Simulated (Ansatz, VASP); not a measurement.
## Ni2C3 in VASP and in Ansatz

```
CELL_PARAMETERS angstrom
2.56005 0.00000 0.00000
-1.28003 2.21707 0.00000
0.00000 0.00000 8.09921
ATOMIC_POSITIONS crystal
Ni 0.33333 0.66667 0.14891
Ni 0.66667 0.33333 0.85109
C 0.00000 0.00000 0.00000
C 0.33333 0.66667 0.49938
C 0.66667 0.33333 0.50062
```

Alike in both runs: functional PBE; k mesh 6 × 6 × 4; occupations gaussian, width 0.1 eV; no spin polarisation.

Ansatz relaxed the structure, and its values are those at the end. VASP's run is a single point on that final structure, the one shown.

|  | VASP | Ansatz |
| --- | --- | --- |
| version | VASP 6.6.1 | Ansatz 0.2.0 |
| potentials or method | VASP PAW PBE potentials, release 64 (Ni_sv_GW, C), cutoff 700 eV | scalar-relativistic, plane waves, PAW |
| valence electrons in the cell | 48 | 48 |

```csv
,VASP,Ansatz,Ansatz less VASP
gap on the k mesh at the Fermi level (eV),none,none,-
pressure (GPa),-0.6,0.0,+0.57
rms of the force components (eV/Å),0.011,0.001,-0.0096
```

A gap of «none» marks a metal or a gap that the smearing closes. The functional is the same, so the differences come from potentials, cutoffs and numerics.

The k mesh is coarse, so the values compare programs but aren't converged.
